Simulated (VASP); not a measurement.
A run of VASP 6.6.1:

The input INCAR:

```
SYSTEM = Ti2W
PREC = Accurate
ENCUT = 600
EDIFF = 1E-7
ISMEAR = 0
SIGMA = 0.1
LREAL = .FALSE.
LASPH = .TRUE.
NELM = 80
ALGO = Fast
ISIF = 3
LWAVE = .FALSE.
LCHARG = .FALSE.
GGA = PE
IBRION = 2
NSW = 90
EDIFFG = -0.04
```

The input KPOINTS:

```
regular mesh
0
G
  6 6 4
  0 0 0
```

POSCAR

```
Ti2W
1.0
    3.7367460848      0.0000000000      0.0000000000
    0.0000000000      3.7367460848      0.0000000000
    0.0000000000      0.0000000000      7.4743993595
Ti W
4 2
Direct
    0.0000000000      0.0000000000      0.0000000000
    0.5000000000      0.5000000000      0.0000000000
    0.0000000000      0.5000000000      0.3654180730
    0.5000000000      0.0000000000      0.6345819270
    0.0000000000      0.5000000000      0.7344201419
    0.5000000000      0.0000000000      0.2655798581
```

Potentials or basis: VASP PAW PBE potentials, release 64 (Ti_sv, W_sv).

Launch:

```sh
$ cat potpaw_PBE.64/Ti_sv/POTCAR potpaw_PBE.64/W_sv/POTCAR > POTCAR
$ mpirun -np 1 vasp_std > vasp.out
```

Hardware: 1 thread of Intel(R) Xeon(R) 6975P-C (Granite Rapids) (shared host).

**Question.** How long does it take, and how much memory?

**Answer.** Wall time 21 min on 1 thread of Intel(R) Xeon(R) 6975P-C (Granite Rapids), with other jobs on the host, peak memory 0.33 GiB. Counts: scf iterations 233, k points 30, ion steps 5.
